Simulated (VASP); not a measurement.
# NbTe (P-6m2) in VASP: notebook, part 2 of 2

VASP 6.6.1. Earlier steps stand in the parts before.

## (5) Vibrations by perturbation theory, PBEsol

File INCAR:

```
SYSTEM = NbTe
PREC     = Accurate       ! precision mode
ENCUT    = 520            ! plane-wave cutoff, eV
EDIFF    = 1E-8           ! SCF threshold, eV
ISMEAR   = -1             ! smearing method
SIGMA    = 0.05           ! smearing width, eV
LREAL    = .FALSE.        ! projectors in reciprocal space
LASPH    = .TRUE.         ! aspherical terms in the spheres
NELM     = 100            ! most SCF steps
ALGO     = Normal         ! electronic algorithm
ISIF     = 2              ! what is computed and relaxed
LWAVE    = .FALSE.        ! write WAVECAR
LCHARG   = .FALSE.        ! write CHGCAR
GGA      = PS             ! functional
NBANDS   = 16             ! bands
IBRION   = 8              ! ionic algorithm
NSW      = 1              ! ionic steps
```

File KPOINTS:

```
Automatic mesh
0
G
  8 8 6
  0 0 0
```

File POSCAR:

```
NbTe
1.0
    3.7029743866      0.0000000000      0.0000000000
   -1.8514871933      3.2068698884      0.0000000000
    0.0000000000      0.0000000000      3.6942110000
Te Nb
1 1
Direct
    0.6666666667      0.3333333333      0.0000000000
    0.0000000000      0.0000000000      0.5000000000
```

Potentials or basis: VASP PAW PBE potentials, release 64 (Te, Nb_sv).

On the command line:

```
cat potpaw_PBE.64/Te/POTCAR potpaw_PBE.64/Nb_sv/POTCAR > POTCAR
mpirun -np 1 vasp_std > vasp.out
```

OUTCAR:

```text
SYSTEM = NbTe
   PREC = Accurate
   ENCUT = 520
   EDIFF = 1E-8
   ISMEAR = -1
   LREAL = .FALSE.
   LASPH = .TRUE.
   NELM = 100
   ISIF = 2
   GGA = PS
   IBRION = 8
   NSW = 1

 ion  position               nearest neighbor table
   1  0.667  0.333  0.000-   2 2.83   2 2.83   2 2.83   2 2.83   2 2.83   2 2.83
   2  0.000  0.000  0.500-   1 2.83   1 2.83   1 2.83   1 2.83   1 2.83   1 2.83

  LATTYP: Found a hexagonal cell.
 ALAT       =     3.7029743866
 C/A-ratio  =     0.9976334196

  Lattice vectors:

[... 721 lines left out ...]
               1X          1Y          1Z          2X          2Y          2Z
  1X    -9.542124    0.000000    0.000000    9.542124    0.000000    0.000000
  1Y     0.000000   -9.542124    0.000000    0.000000    9.542124    0.000000
  1Z     0.000000    0.000000   -9.256596   -0.000000   -0.000000    9.256596
  2X     9.540855   -0.000000    0.000000   -9.540855    0.000000    0.000000
  2Y     0.000000    9.540855    0.000000    0.000000   -9.540855    0.000000
  2Z     0.000000    0.000000    9.285891   -0.000000    0.000000   -9.285891

 Eigenvectors and eigenvalues of the dynamical matrix
 ----------------------------------------------------

   1 f  =    6.585885 THz    41.380335 2PiTHz  219.681470 cm-1    27.237019 meV
             X         Y         Z           dx          dy          dz
      1.851487  1.068957  0.000000     0.000000    0.649133   -0.000000
      0.000000  0.000000  1.847106     0.000000   -0.760675    0.000000
[... 21 lines left out ...]
   6 f/i=    0.005064 THz     0.031817 2PiTHz    0.168910 cm-1     0.020942 meV
             X         Y         Z           dx          dy          dz
      1.851487  1.068957  0.000000     0.000000   -0.000000    0.761202
      0.000000  0.000000  1.847106    -0.000000   -0.000000    0.648515

--------------------------------------------------------------------------------------------------------

 ELASTIC MODULI CONTR FROM IONIC RELAXATION (kBar)
 Direction    XX          YY          ZZ          XY          YZ          ZX
 --------------------------------------------------------------------------------
 XX        -164.7635    164.7635      0.0000      0.0000      0.0000      0.0000
 YY         164.7635   -164.7635      0.0000     -0.0000      0.0000      0.0000
 ZZ           0.0000      0.0000      0.0000      0.0000      0.0000      0.0000
 XY           0.0000     -0.0000      0.0000   -164.7635      0.0000      0.0000
 YZ           0.0000      0.0000      0.0000      0.0000      0.0000      0.0000
 ZX           0.0000      0.0000      0.0000      0.0000      0.0000      0.0000
 --------------------------------------------------------------------------------
```

OSZICAR:

```text
N       E                     dE             d eps       ncg     rms          rms(c)
DAV:   1     0.146816967821E+03    0.14682E+03   -0.97037E+03  1280   0.109E+03
DAV:   2    -0.543916857047E+01   -0.15226E+03   -0.14838E+03  1648   0.364E+02
DAV:   3    -0.151641618845E+02   -0.97250E+01   -0.96004E+01  2320   0.688E+01
[... 90 lines left out ...]
RMM:  13    -0.509229910351E+00   -0.76243E-05   -0.19959E-05  4082   0.170E-03    0.219E-04
RMM:  14    -0.509225097590E+00    0.48128E-05    0.27661E-06  3691   0.131E-03    0.184E-04
RMM:  15    -0.509232588185E+00   -0.74906E-05   -0.14988E-05  3548   0.105E-03    0.134E-04
RMM:  16    -0.509227369729E+00    0.52185E-05   -0.64691E-07  3998   0.761E-04    0.130E-04
RMM:  17    -0.509231721926E+00   -0.43522E-05   -0.22667E-05  3869   0.606E-04    0.157E-04
RMM:  18    -0.509227575750E+00    0.41462E-05    0.11140E-05  3512   0.515E-04    0.146E-04
 Linear response finished
```

Wall time 4.8 min (1 thread of AMD EPYC 9R45 (Zen 5), shared host); peak memory 0.36 GiB.

What came out:

```yaml
Highest_phonon_frequency_at_Γ_LO-TO_splitting_left_out: 220 cm⁻¹
```

Phonon frequencies in cm⁻¹ (negative: imaginary):
```csv
q point,frequencies
"(0.000, 0.000, 0.000)",0 0 0 217 220 220
```

Caveat: the cell stands under pressure or tension, which shifts response properties; the PAW data sets were made with another functional, which shifts forces and pressure a little; spin-orbit coupling is left out, which moves the levels of the heavy elements.

## (6) Elastic constants, PBE

File INCAR:

```
SYSTEM = NbTe
ALGO = Normal
EDIFF = 1E-8
ENCUT = 600
GGA = PE
IBRION = 6
ISIF = 3
ISMEAR = -1
LASPH = .True.
LCHARG = .False.
LREAL = .False.
LWAVE = .False.
NELM = 80
NFREE = 2
NSW = 1
POTIM = 0.015
PREC = Accurate
SIGMA = 0.05
```

File KPOINTS:

```
k-points
0
Gamma
  6 6 5
  0 0 0
```

POSCAR is that of step 5.

Potentials or basis: VASP PAW PBE potentials, release 64 (Te, Nb_sv).

On the command line:

```
cat potpaw_PBE.64/Te/POTCAR potpaw_PBE.64/Nb_sv/POTCAR > POTCAR
mpirun -np 1 vasp_std > vasp.out
```

Wall time 14 min (1 thread of Intel Xeon 8259CL, shared host); peak memory 0.26 GiB.

It converged, with:

| Quantity | Value |
| --- | --- |
| Voigt bulk modulus | 119 GPa |
| Highest phonon frequency at Γ, LO-TO splitting left out | 224 cm⁻¹ |

Phonon frequencies in cm⁻¹ (negative: imaginary):
| q point | frequencies |
| --- | --- |
| (0.000, 0.000, 0.000) | 0 0 0 217 217 224 |

Elastic tensor in Voigt notation (GPa, in the Cartesian axes of the cell as first typed):
```
163  68  94   0   0   0
 68 163  94   0   0   0
 94  94 235   0   0   0
  0   0   0  85   0   0
  0   0   0   0  85   0
  0   0   0   0   0  47
```

Clamped-ion elastic tensor (GPa):
```
178  53  94   0   0   0
 53 178  94   0   0   0
 94  94 235   0   0   0
  0   0   0  85   0   0
  0   0   0   0  85   0
  0   0   0   0   0  62
```

Caveat: spin-orbit coupling is left out, which moves the levels of the heavy elements.
